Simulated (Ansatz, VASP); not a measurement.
# Ba: VASP beside Ansatz

```xyz
1
Lattice="-2.3780 2.3780 2.3780 2.3780 -2.3780 2.3780 2.3780 2.3780 -2.3780" Properties=species:S:1:pos:R:3 pbc="T T T"
Ba    0.0000    0.0000    0.0000
```

Alike in both runs: functional LDA; k mesh 15 × 15 × 15; no spin polarisation.

Ansatz relaxed the structure, and its values are those at the end. VASP's run is a single point on that final structure, the one shown.

|  | VASP | Ansatz |
| --- | --- | --- |
| version | VASP 6.6.1 | Ansatz 0.2.0 |
| potentials or method | VASP PAW LDA potentials, release 64 (Ba_sv) | plane-wave PAW, scalar-relativistic |
| plane-wave cutoff (eV) | 500 | 420 |
| occupations | methfessel-paxton of order 1, width 0.1 eV | cold, width 0.1 eV |
| valence electrons in the cell | 10 | 10 |

```csv
,VASP,Ansatz,Ansatz less VASP
pressure (GPa),0.1,0.0,-0.09
```

Ansatz warns that its potentials were made for another functional, while VASP's fit it. LDA's correlation is that of Perdew and Zunger in VASP and of Perdew and Wang (1992) in Ansatz.

Neither program's run includes spin-orbit coupling.
